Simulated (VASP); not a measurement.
Here is a VASP 6.6.1 calculation.

The input INCAR:

```
SYSTEM = ZnSe3
ALGO = Normal
EDIFF = 1E-7
EDIFFG = -0.01
ENCUT = 500
GGA = PE
GGA_COMPAT = .False.
IBRION = 2
ISIF = 3
ISMEAR = 0
LASPH = .True.
LCHARG = .False.
LREAL = .False.
LWAVE = .False.
NELM = 120
NELMIN = 4
NSW = 100
PREC = Accurate
SIGMA = 0.1
```

The input KPOINTS:

```
k-points
0
Gamma
  12 12 12
  0 0 0
```

The input POSCAR:

```
ZnSe3
1.0
    0.0000000000      3.3988580973      3.3988580973
    3.3988580973      0.0000000000      3.3988580973
    3.3988580973      3.3988580973      0.0000000000
Zn Se
1 3
Direct
    0.5000000000      0.5000000000      0.5000000000
    0.0000000000      0.0000000000      0.0000000000
    0.2500000000      0.2500000000      0.2500000000
    0.7500000000      0.7500000000      0.7500000000
```

Potentials or basis: VASP PAW PBE potentials, release 64 (Zn, Se).

Command:

```sh
$ cat potpaw_PBE.64/Zn/POTCAR potpaw_PBE.64/Se/POTCAR > POTCAR
$ mpirun -np 1 vasp_std > vasp.out
```

Question: Estimate the band gap on the k mesh.

Answer: Zero (band 15 reaches 4.91 eV, above the bottom of band 16 at 3.81 eV).

Question: What does it give for the relaxed cell?

Answer: a = 4.821 Å, b = 4.821 Å, c = 4.821 Å, α = 60.00°, β = 60.00°, γ = 60.00°.

Question: What does it give for the space group after relaxing (to 0.05 Å)?

Answer: Fm-3m (No. 225).

Final structure:
```
Zn Se
1.0
     0.00000    3.40905    3.40905
     3.40905    0.00000    3.40905
     3.40905    3.40905    0.00000
Zn Se
1 3
Direct
  0.50000 0.50000 0.50000
  0.00000 0.00000 0.00000
  0.25000 0.25000 0.25000
  0.75000 0.75000 0.75000
```
